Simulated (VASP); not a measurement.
A run of VASP 6.6.1 is set up as follows.

INCAR

```
ALGO = Normal
EDIFF = 1E-6
ENCUT = 520
GGA = PE
ISIF = 2
ISMEAR = 0
LASPH = T
LCHARG = F
LREAL = F
LWAVE = F
NBANDS = 28
NELM = 60
PREC = Accurate
SIGMA = 0.02
```

Contents of KPOINTS:

```
k-points
0
Gamma
  8 8 6
```

The input POSCAR:

```
BaTiO3
1.0
    3.8658863003      0.0000000000      0.0000000000
    0.0000000000      3.8658863003      0.0000000000
    0.0000000000      0.0000000000      4.2760913399
Ba Ti O
1 1 3
Direct
    0.5000000000      0.5000000000      0.6006022887
    0.0000000000      0.0000000000      0.1157124600
    0.0000000000      0.5000000000      0.0564191287
    0.5000000000      0.0000000000      0.0564191287
    0.0000000000      0.0000000000      0.5308439838
```

Potentials or basis: VASP PAW PBE potentials, release 64 (Ba_sv, Ti_sv, O).

The run is started by

```sh
$ cat potpaw_PBE.64/Ba_sv/POTCAR potpaw_PBE.64/Ti_sv/POTCAR potpaw_PBE.64/O/POTCAR > POTCAR
$ mpirun -np 1 vasp_std > vasp.out
```

Question: Estimate the largest force.

Answer: 0.746 eV/Å.

Question: Estimate the band gap on the k mesh.

Answer: 1.92 eV, indirect (least direct gap 2.62 eV).

Question: Predict the pressure.

Answer: 12.1 GPa.

Stress tensor (GPa, compression positive):
```
13.54  0.00  0.00
 0.00 13.54  0.00
 0.00  0.00  9.13
```

Caveat: the cell differs from its parent crystal (biaxial strain in the a-b plane: -3.0 %); spin-orbit coupling is left out, which moves the levels of the heavy elements. A k mesh can miss the band edges.
